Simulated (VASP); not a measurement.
# SnO in VASP: single point with PBE+D3(BJ)

Aim: the single point of SnO with PBE+D3(BJ).

Everything below comes from runs of VASP 6.6.1. Logs are shortened: lines on timing, memory, paths and dates and some standing lists are left out, and cuts for length are marked.

## Step 1: The cell of the first run

The cell holds a slab with vacuum, 4 atoms: a = 3.820 Å, b = 3.820 Å, c = 19.363 Å, α = 90.00°, β = 90.00°, γ = 90.00°.

## Step 2: Single point, PBE+D3(BJ)

File INCAR:

```
PREC = Accurate
ENCUT = 910
EDIFF = 1E-6
ISMEAR = 0
SIGMA = 0.05
LREAL = F
LASPH = T
NELM = 120
ALGO = Normal
ISIF = 2
LWAVE = F
LCHARG = F
LDIPOL = T
IDIPOL = 3
DIPOL = 0.5 0.5 0.268
GGA = PE
IVDW = 12
NBANDS = 28
GGA_COMPAT = F
NELMDL = -8
```

File KPOINTS:

```
Automatic mesh
0
Gamma
  7 7 1
```

File POSCAR:

```
SnO
1.0
    3.8201526300      0.0002954461      0.0000000000
   -0.0003145178      3.8201526285      0.0000000000
    0.0000000000      0.0000000000     19.3630377374
Sn O
2 2
Direct
    0.9999452828      0.9999452828      0.2065791563
    0.4999452828      0.4999452828      0.3286177419
    0.9999460977      0.4999460977      0.2675984491
    0.4999460977      0.9999460977      0.2675984491
```

Potentials or basis: VASP PAW PBE potentials, release 64 (Sn_d, O_h).

Command:

```bash
$ cat potpaw_PBE.64/Sn_d/POTCAR potpaw_PBE.64/O_h/POTCAR > POTCAR
$ mpirun -np 1 vasp_std > vasp.out
```

OUTCAR:

```text
PREC = Accurate
   ENCUT = 910
   EDIFF = 1E-6
   ISMEAR = 0
   LREAL = F
   LASPH = T
   NELM = 120
   ISIF = 2
   GGA = PE
   IVDW = 12
   NELMDL = -8
 IVDW          = 12

 ion  position               nearest neighbor table
   1  1.000  1.000  0.207-   4 2.25   3 2.25   4 2.25   3 2.25   2 3.59   2 3.59   2 3.59   2 3.59

   2  0.500  0.500  0.329-   3 2.25   4 2.25   3 2.25   4 2.25   1 3.59   1 3.59   1 3.59   1 3.59

   3  1.000  0.500  0.268-   2 2.25   1 2.25   2 2.25   1 2.25
   4  0.500  1.000  0.268-   1 2.25   2 2.25   1 2.25   2 2.25

  LATTYP: Found a simple tetragonal cell.
 ALAT       =     3.8201526414
 C/A-ratio  =     5.0686555106

  Lattice vectors:

 A1 = (   3.8201526300,   0.0002954461,   0.0000000000)
 A2 = (  -0.0003145178,   3.8201526285,   0.0000000000)
 A3 = (   0.0000000000,   0.0000000000,  19.3630377374)

Analysis of symmetry for initial positions (statically):
=====================================================================
 Subroutine PRICEL returns:
 Original cell was already a primitive cell.

 Routine SETGRP: Setting up the symmetry group for a
 simple tetragonal supercell.

 Subroutine GETGRP returns: Found 16 space group operations
 (whereof  2 operations were pure point group operations)
 out of a pool of 16 trial point group operations.

The static configuration has the point symmetry C_1h.
 The point group associated with its full space group is D_4h.

Analysis of symmetry for dynamics (positions and initial velocities):
=====================================================================
 Subroutine PRICEL returns:
 Original cell was already a primitive cell.

 Routine SETGRP: Setting up the symmetry group for a
 simple tetragonal supercell.

 Subroutine GETGRP returns: Found 16 space group operations
 (whereof  2 operations were pure point group operations)
 out of a pool of 16 trial point group operations.

The dynamic configuration has the point symmetry C_1h.
 The point group associated with its full space group is D_4h.

 Subroutine INISYM returns: Found 16 space group operations
 (whereof  2 operations are pure point group operations),
 and found     1 'primitive' translations

----------------------------------------------------------------------------------------

                                     Primitive cell

  volume of cell :     282.5758

  direct lattice vectors                    reciprocal lattice vectors
     3.820152630  0.000295446  0.000000000     0.261769644  0.000021552  0.000000000
    -0.000314518  3.820152628  0.000000000    -0.000020245  0.261769644  0.000000000
     0.000000000  0.000000000 19.363037737     0.000000000  0.000000000  0.051644789

  length of vectors
     3.820152641  3.820152641 19.363037737     0.261769645  0.261769645  0.051644789

  position of ions in fractional coordinates (direct lattice)
     0.999945283  0.999945283  0.206579156
     0.499945283  0.499945283  0.328617742
     0.999946098  0.499946098  0.267598449
     0.499946098  0.999946098  0.267598449

  ion indices of the primitive-cell ions
   primitive index   ion index
                 1           1
                 2           2
                 3           3
                 4           4

----------------------------------------------------------------------------------------

 KPOINTS: Automatic mesh

Automatic generation of k-mesh.
 Grid dimensions read from file:
 generate k-points for:    7    7    1

 Generating k-lattice:

  Cartesian coordinates                     Fractional coordinates (reciprocal lattice)
     0.037395663  0.000003079  0.000000000     0.142857143  0.000000000  0.000000000
    -0.000002892  0.037395663  0.000000000    -0.000000000  0.142857143  0.000000000
     0.000000000  0.000000000  0.051644789     0.000000000  0.000000000  1.000000000

  Length of vectors
     0.037395664  0.037395664  0.051644789

  Shift w.r.t. Gamma in fractional coordinates (k-lattice)
     0.000000000  0.000000000  0.000000000

 Subroutine IBZKPT returns following result:
 ===========================================

 Found     10 irreducible k-points:

 Following reciprocal coordinates:
            Coordinates               Weight
  0.000000  0.000000  0.000000      1.000000
  0.142857  0.000000  0.000000      4.000000
  0.285714  0.000000  0.000000      4.000000
  0.428571  0.000000  0.000000      4.000000
  0.142857  0.142857  0.000000      4.000000
  0.285714  0.142857  0.000000      8.000000
  0.428571  0.142857  0.000000      8.000000
  0.285714  0.285714  0.000000      4.000000
  0.428571  0.285714  0.000000      8.000000
  0.428571  0.428571  0.000000      4.000000
   k-points           NKPTS =     10   k-points in BZ     NKDIM =     10   number of bands    NBANDS=     28
   number of dos      NEDOS =    301   number of ions     NIONS =      4
   total plane-waves  NPLWV = 307200
   dimension x,y,z NGX =    40 NGY =   40 NGZ =  192
   dimension x,y,z NGXF=    80 NGYF=   80 NGZF=  384
   ions per type =               2   2
   NGX,Y,Z   is equivalent  to a cutoff of  17.41, 17.41, 16.48 a.u.
   NGXF,Y,Z  is equivalent  to a cutoff of  34.81, 34.81, 32.97 a.u.
 SYSTEM =  unknown system
   PREC   = accura    normal or accurate (medium, high low for compatibility)
   ISTART =      0    job   : 0-new  1-cont  2-samecut
   ICHARG =      2    charge: 1-file 2-atom 10-const
   ISPIN  =      1    spin polarized calculation?
   LNONCOLLINEAR =      F non collinear calculations
   LSORBIT =      F    spin-orbit coupling
   LASPH  =      T    aspherical Exc in radial PAW
   ENCUT  =  910.0 eV  66.88 Ry    8.18 a.u.   9.40  9.40 47.63*2*pi/ulx,y,z
   NELM   =    120;   NELMIN=  2; NELMDL= -8     # of ELM steps
   EDIFF  = 0.1E-05   stopping-criterion for ELM
   LREAL  =      F    real-space projection
   EDIFFG = 0.1E-04   stopping-criterion for IOM
   NSW    =      0    number of steps for IOM
   IBRION =     -1    ionic relax: 0-MD 1-quasi-New 2-CG
   NFREE  =      0    steps in history (QN), initial steepest desc. (CG)
   ISIF   =      2    stress and relaxation
   ISYM   =      2    0-nonsym 1-usesym 2-fastsym
   POTIM  = 0.5000    time-step for ionic-motion
   TEBEG  =    0.0;   TEEND  =   0.0 temperature during run
   PSTRESS=    0.0 pullay stress
   NELECT =      40.0000    total number of electrons
   NUPDOWN=      -1.0000    fix difference up-down
   EMIN   =  10.00;   EMAX   =-10.00  energy-range for DOS
   EFERMI =   0.00;   METHOD = LEGACY
   ISMEAR =     0;   SIGMA  =   0.05  broadening in eV -4-tet -1-fermi 0-gaus
   EFERMI_NEDOS =   21; number of points for ismear=-14 and -15
   IALGO  =     38    algorithm
   IMIX   =      4    mixing-type and parameters
     AMIX     =   0.40;   BMIX     =  1.00
     AMIX_MAG =   1.60;   BMIX_MAG =  1.00
  volume/ion in A,a.u.               =      70.64       476.73
  Fermi-wavevector in a.u.,A,eV,Ry     =   0.853198  1.612311  9.904319  0.727947
  Thomas-Fermi vector in A             =   1.969604
   LORBIT       =      0    0 simple, 1 ext, 2 COOP (PROOUT), +10 PAW based schemes
   GGA     = PE    functional components
   LHFCALC =     F    Hartree Fock is set to
   AEXX    =    0.0000 exact exchange contribution
   IVDW    =    12    specifies the selected vdW correction
   LEPSILON=     F    determine dielectric tensor
   LRPA    =     F    only Hartree local field effects (RPA)
 non-spin polarized calculation
 Gauss-broadening in eV      SIGMA  =   0.05
  energy-cutoff  :      910.00
  volume of cell :      282.58
 maximum number of plane-waves:     17685
 NGX is ok and might be reduce to    40
   NGX = 19   NGY = 19   NGZ = 95

 dipolmoment           0.000000      0.000000      0.000010 electrons x Angstroem

 number of electron      39.9999995 magnetization

 dipolmoment           0.000000      0.000000     -0.000002 electrons x Angstroem

 Free energy of the ion-electron system (eV)
  ---------------------------------------------------
  ext. energy  EPLUGINS =         0.00000000
  ---------------------------------------------------
  free energy    TOTEN  =       -22.59198183 eV

  energy without entropy =      -22.59198183  energy(sigma->0) =      -22.59198183

 E-fermi :  -2.2847     XC(G=0):  -3.2776

 val. band max:       -2.5188584593   @ k =   0.1429   0.1429   0.0000
 cond. band min:       0.5461365631   @ k =   0.4286   0.4286   0.0000
 fundamental gap:      3.0649950223
 Fermi energy:        -2.2847272417

 k-point     1 :       0.0000    0.0000    0.0000
  band No.  band energies     occupation
      1     -23.0968      2.00000
      2     -22.7362      2.00000
      3     -22.6981      2.00000
      4     -22.6980      2.00000
      5     -22.6827      2.00000
      6     -22.6527      2.00000
[... 20 lines left out ...]
     27       3.7389      0.00000
     28       4.6635      0.00000

 k-point     2 :       0.1429    0.0000    0.0000
  band No.  band energies     occupation
      1     -23.0878      2.00000
      2     -22.7368      2.00000
      3     -22.6999      2.00000
      4     -22.6971      2.00000
      5     -22.6871      2.00000
      6     -22.6824      2.00000
[... 20 lines left out ...]
     27       3.8169      0.00000
     28       4.0105      0.00000

 k-point     3 :       0.2857    0.0000    0.0000
  band No.  band energies     occupation
      1     -23.0628      2.00000
      2     -22.8330      2.00000
      3     -22.7042      2.00000
      4     -22.6968      2.00000
      5     -22.6936      2.00000
      6     -22.6931      2.00000
[... 20 lines left out ...]
     27       3.7832      0.00000
     28       4.6797      0.00000

 k-point     4 :       0.4286    0.0000    0.0000
  band No.  band energies     occupation
      1     -23.0189      2.00000
      2     -22.9441      2.00000
      3     -22.7072      2.00000
      4     -22.7049      2.00000
      5     -22.6871      2.00000
      6     -22.6850      2.00000
[... 20 lines left out ...]
     27       4.6662      0.00000
     28       4.9805      0.00000

 k-point     5 :       0.1429    0.1429    0.0000
  band No.  band energies     occupation
      1     -23.0802      2.00000
      2     -22.7487      2.00000
      3     -22.7234      2.00000
      4     -22.7007      2.00000
      5     -22.6968      2.00000
      6     -22.6812      2.00000
[... 20 lines left out ...]
     27       3.6778      0.00000
     28       4.1640      0.00000

 k-point     6 :       0.2857    0.1429    0.0000
  band No.  band energies     occupation
      1     -23.0593      2.00000
      2     -22.8569      2.00000
      3     -22.7060      2.00000
      4     -22.7029      2.00000
      5     -22.6938      2.00000
      6     -22.6872      2.00000
[... 20 lines left out ...]
     27       3.9604      0.00000
     28       4.2447      0.00000

 k-point     7 :       0.4286    0.1429    0.0000
  band No.  band energies     occupation
      1     -23.0220      2.00000
      2     -22.9562      2.00000
      3     -22.7055      2.00000
      4     -22.7042      2.00000
      5     -22.6873      2.00000
      6     -22.6849      2.00000
[... 20 lines left out ...]
     27       4.8594      0.00000
     28       4.9257      0.00000

 k-point     8 :       0.2857    0.2857    0.0000
  band No.  band energies     occupation
      1     -23.0505      2.00000
      2     -22.9226      2.00000
      3     -22.6983      2.00000
      4     -22.6940      2.00000
      5     -22.6936      2.00000
      6     -22.6921      2.00000
[... 20 lines left out ...]
     27       4.5162      0.00000
     28       4.6548      0.00000

 k-point     9 :       0.4286    0.2857    0.0000
  band No.  band energies     occupation
      1     -23.0316      2.00000
      2     -22.9896      2.00000
      3     -22.7009      2.00000
      4     -22.6991      2.00000
      5     -22.6831      2.00000
      6     -22.6813      2.00000
[... 20 lines left out ...]
     27       5.4333      0.00000
     28       5.4994      0.00000

 k-point    10 :       0.4286    0.4286    0.0000
  band No.  band energies     occupation
      1     -23.0374      2.00000
      2     -23.0235      2.00000
      3     -22.7026      2.00000
      4     -22.7019      2.00000
      5     -22.6705      2.00000
      6     -22.6693      2.00000
[... 20 lines left out ...]
     27       4.8489      0.00000
     28       4.8717      0.00000

------------------------ aborting loop because EDIFF is reached ----------------------------------------

 vacuum level on the upper side and lower side of the slab       (xc-potential included)        -0.113        -0.114

 Edisp (eV)   -0.54939

 E8    (eV) :    -0.2482

  FORCE on cell =-STRESS in cart. coord.  units (eV):
  Direction    XX          YY          ZZ          XY          YZ          ZX
  --------------------------------------------------------------------------------------
  -------------------------------------------------------------------------------------
  Total       0.04099     0.04099     0.09423    -0.00000    -0.00000    -0.00000
  in kB       0.23243     0.23243     0.53427    -0.00000    -0.00000    -0.00000
  external pressure =        0.33 kB  Pullay stress =        0.00 kB

 VOLUME and BASIS-vectors are now :
 -----------------------------------------------------------------------------
  energy-cutoff  :      910.00
  volume of cell :      282.58
      direct lattice vectors                 reciprocal lattice vectors
     3.820152630  0.000295446  0.000000000     0.261769644  0.000021552  0.000000000
    -0.000314518  3.820152628  0.000000000    -0.000020245  0.261769644  0.000000000
     0.000000000  0.000000000 19.363037737     0.000000000  0.000000000  0.051644789

 POSITION                                       TOTAL-FORCE (eV/Angst)
 -----------------------------------------------------------------------------------
      3.81963      3.82024      4.00000        -0.000000     -0.000000     -0.089625
      1.90971      1.91001      6.36304        -0.000000      0.000000      0.089625
      3.81979      1.91017      5.18152         0.000000      0.000000      0.000000
      1.90956      3.82009      5.18152         0.000000     -0.000000      0.000000
 -----------------------------------------------------------------------------------
    total drift:                               -0.012010     -0.012012     -0.000167

  FREE ENERGIE OF THE ION-ELECTRON SYSTEM (eV)
  ---------------------------------------------------
  free  energy   TOTEN  =       -23.1413757192 eV

  energy  without entropy=      -23.1413757192  energy(sigma->0) =      -23.14137572

 vacuum level on the upper side and lower side of the slab         2.798         2.797
```

It took 5.9 min on 1 thread of Intel Xeon Platinum 8488C (Sapphire Rapids), shared host; peak memory 0.71 GiB.

Results:

```
Free energy                : -23.1414 eV
Largest force              : 0.090 eV/Å
Band gap on the k mesh     : 3.06 eV (least direct gap 3.14 eV)
Dispersion energy per atom : -0.137 eV
```

Forces on the atoms (eV/Å):
```
Sn   0.000  0.000 -0.090
Sn   0.000  0.000  0.090
O    0.000  0.000  0.000
O    0.000  0.000  0.000
```

Caveat: the cutoff is under 1.25 times the usual one of these potentials, so pressure, stress and relaxed cells hold a basis-set (Pulay) error; spin-orbit coupling is left out, which moves the levels of the heavy elements.
